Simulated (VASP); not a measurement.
KCl: single point with r2SCAN

The system is KCl.

```
K Cl
1.0
     3.83920   -0.03839   -0.03839
    -0.03839    3.83920   -0.03839
    -0.03839   -0.03839    3.83920
K Cl
1 1
Direct
  0.00000 0.00000 0.00000
  0.50000 0.50000 0.50000
```

| Property | Result |
| --- | --- |
| Program | VASP 6.6.1 |
| Task | single point |
| Functional | r2SCAN |
| Potentials or basis | VASP PAW PBE potentials, release 64 (K_sv, Cl) |
| Cutoff | 550 eV |
| k mesh | 5 × 5 × 5 |
| Occupations | gaussian, width 0.02 eV |
| Spin | no spin polarisation |

| Item | Value |
| --- | --- |
| Pressure | -1.1 GPa |
| Band gap on the k mesh | 5.60 eV (least direct gap 5.75 eV) |

Stress tensor (GPa, compression positive):
```
-1.06  0.13  0.13
 0.13 -1.06  0.13
 0.13  0.13 -1.06
```

Levels at points of the mesh, in eV from the valence-band top:
| k point | band 4 | band 5 | band 6 | band 7 | band 8 | band 9 | band 10 | band 11 | band 12 | band 13 |
| --- | --- | --- | --- | --- | --- | --- | --- | --- | --- | --- |
| (0.00, 0.00, 0.00) | -11.75 | -11.75 | -0.19 | -0.16 | -0.16 | 5.60 | 7.19 | 7.19 | 11.40 | 11.55 |

It took 62 s on 1 thread of Intel(R) Xeon(R) Platinum 8259CL CPU @ 2.50GHz (Skylake/Cascade Lake), with other jobs on the host, peak memory 0.17 GiB.

Caveat: the PAW data sets were made with another functional, which shifts forces and pressure a little. A k mesh can miss the band edges.
